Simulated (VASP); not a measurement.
Wanted: the native input for a VASP 6.6.1 run.

```
Task                   : electric field gradients
Functional             : LDA
Potentials or basis    : VASP PAW LDA potentials, release 64 (Zr_sv, Os)
Cutoff                 : 520 eV
k mesh                 : 13 × 13 × 13
Occupations            : fermi-dirac, width 0.03 eV
Spin                   : no spin polarisation
Dipole correction      : no
Further INCAR settings : ALGO = Normal; EDIFF = 1e-08; NBANDS = 17
```

The structure of ZrOs lies in POSCAR:

```
ZrOs
1.0
    3.2846099013      0.0000000000      0.0000000000
    0.0000000000      3.2846099013      0.0000000000
    0.0000000000      0.0000000000      3.2846099013
Zr Os
1 1
Direct
    0.5000000000      0.5000000000      0.5000000000
    0.0000000000      0.0000000000      0.0000000000
```

This cell differs from its parent crystal: volume scaled by 1.02.

One way to write it, as run:

INCAR

```
  PREC = Accurate
  ENCUT = 520
  EDIFF = 1E-8
  ISMEAR = -1
  SIGMA = 0.03
  LREAL = False
  LASPH = True
  NELM = 80
  ALGO = Normal
  ISIF = 2
  LWAVE = False
  LCHARG = False
  GGA = CA
  LEFG = True
  NBANDS = 17
```

KPOINTS

```
Automatic mesh
0
Gamma
  13 13 13
```

Potentials or basis: VASP PAW LDA potentials, release 64 (Zr_sv, Os).

Launch:

```bash
$ cat potpaw_LDA.64/Zr_sv/POTCAR potpaw_LDA.64/Os/POTCAR > POTCAR
$ mpirun -np 1 vasp_std > vasp.out
```

Results of the run:

```
Pressure               : -11.1 GPa
Band gap on the k mesh : zero (band 10 reaches 9.70 eV, above the bottom of band 11 at 8.73 eV)
```

Caveat: without QUAD_EFG the Cq values of the log hold for a quadrupole moment of 1 mb, not for the nuclei; spin-orbit coupling is left out, which moves the levels of the heavy elements.

Wall time 29 s on 1 thread of Intel(R) Xeon(R) Platinum 8375C CPU @ 2.90GHz (Ice Lake), on a shared host, peak memory 0.17 GiB.
